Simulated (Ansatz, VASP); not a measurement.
# Te2Mo in VASP and in Ansatz

Contents of POSCAR:

```
Te2Mo
1.0
   -3.5635452172      0.0000000000      0.0000000000
   -1.7817726086     -3.0861206856      0.0000000000
   -0.4452649749     -0.2570738531     14.7262210532
Te Mo
4 2
Direct
    0.2809806199      0.2809806199      0.6284839550
    0.6559639532      0.6559639532      0.1284839550
    0.2607360468      0.2607360468      0.8715160450
    0.6357193801      0.6357193801      0.3715160450
    0.3125083333      0.3125083333      0.2500000000
    0.6041916667      0.6041916667      0.7500000000
```

The input INCAR.step1:

```
SYSTEM = Te2Mo
PREC = Accurate ; ENCUT = 520
ISMEAR = 0 ; SIGMA = 0.05
LREAL = .FALSE. ; LASPH = .TRUE.
NELM = 60 ; NBANDS = 35
GGA = PE ; ALGO = Normal
EDIFF = 1E-4 ; LWAVE = .TRUE.
LCHARG = .FALSE.
```

The input INCAR.step2:

```
SYSTEM = Te2Mo
PREC = Accurate ; ENCUT = 520
EDIFF = 1E-6 ; ISMEAR = 0
SIGMA = 0.05 ; LREAL = .FALSE.
LASPH = .TRUE. ; NELM = 60
ALGO = Normal ; ISIF = 2
LWAVE = .FALSE. ; LCHARG = .FALSE.
METAGGA = R2SCAN ; LMIXTAU = .TRUE.
NBANDS = 35 ; ISTART = 1
```

The input KPOINTS:

```
Automatic mesh
0
G
  9 9 2
  0 0 0
```

Input for Ansatz:

```yaml
crystal:
  lattice:
    - [-3.5635452172, 0.0, 0.0]
    - [-1.7817726086, -3.0861206856, 0.0]
    - [-0.4452649749, -0.2570738531, 14.7262210532]
  atoms:
    - { symbol: Te, position: [0.2809806199, 0.2809806199, 0.628483955] }
    - { symbol: Te, position: [0.6559639532, 0.6559639532, 0.128483955] }
    - { symbol: Te, position: [0.2607360468, 0.2607360468, 0.871516045] }
    - { symbol: Te, position: [0.6357193801, 0.6357193801, 0.371516045] }
    - { symbol: Mo, position: [0.3125083333, 0.3125083333, 0.25] }
    - { symbol: Mo, position: [0.6041916667, 0.6041916667, 0.75] }
basis:
  ecutwfc: 500
kpoints:
  mp_grid: { grid: [9, 9, 2] }
hamiltonian:
  xc: r2scan
scf:
  occupations: { method: gaussian, width: 0.05 }
output:
  forces: true
  stress: true
  eigenvalues: true
```

Alike in both runs: task single point; functional r2SCAN; k mesh 9 × 9 × 2; occupations gaussian, width 0.05 eV; no spin polarisation.

|  | VASP | Ansatz |
| --- | --- | --- |
| version | VASP 6.6.1 | Ansatz 0.2.0 |
| potentials or method | VASP PAW PBE potentials, release 64 (Te, Mo_sv), cutoff 520 eV | scalar-relativistic, plane waves, PAW |
| valence electrons in the cell | 52 | 92 |

|  | VASP | Ansatz | Ansatz less VASP |
| --- | --- | --- | --- |
| gap on the k mesh at the Fermi level (eV) | 1.04 | 1.05 | +0.009 |
| least direct gap on the mesh (eV) | 1.06 | 1.06 | -0.002 |
| pressure (GPa) | 0.2 | 0.1 | -0.11 |
| traceless stress, the component that is largest in VASP (GPa) | 0.12 | 0.06 | -0.057 |
| rms of the force components (eV/Å) | 0.012 | 0.010 | -0.0025 |

VASP's potentials were made for PBE, not for r2SCAN. Atom by atom the forces differ by 0.012 eV/Å (rms over components). With one functional, cell and mesh, what is left measures potentials, basis and numerics. VASP's potentials hold 52 valence electrons a cell and Ansatz's 92, so a difference there can come from the potentials and not from the codes.

Spin-orbit coupling is off throughout.
